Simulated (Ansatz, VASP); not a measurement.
# Ca in VASP and in Ansatz

```
Ca
1.0
     0.00000    2.79420    2.79420
     2.79420    0.00000    2.79420
     2.79420    2.79420    0.00000
Ca
1
Direct
  0.00000 0.00000 0.00000
```

Alike in both runs: task relaxation of cell and atoms; functional r2SCAN; k mesh 14 × 14 × 14; occupations gaussian, width 0.1 eV; no spin polarisation.

|  | VASP | Ansatz |
| --- | --- | --- |
| version | VASP 6.6.1 | Ansatz 0.2.0 |
| potentials or method | VASP PAW PBE potentials, release 64 (Ca_sv), cutoff 600 eV | scalar-relativistic, plane waves, PAW |
| valence electrons in the cell | 10 | 10 |

Ansatz gave:

| Quantity | Value |
| --- | --- |
| gap on the k mesh at the Fermi level, each at its own relaxed structure (eV) | none |
| relaxed volume (Å³/atom) | 43.17 |
| relaxed length of the cell vector where the two differ most in proportion (Å) | 3.938 |

Problem. Which values does VASP return?

Solution. gap on the k mesh at the Fermi level, each at its own relaxed structure (eV): none; relaxed volume (Å³/atom): 43.39; relaxed length of the cell vector where the two differ most in proportion (Å): 3.944.

VASP's potentials were made for PBE, not for r2SCAN. A gap of «none» marks a metal or a gap that the smearing closes.
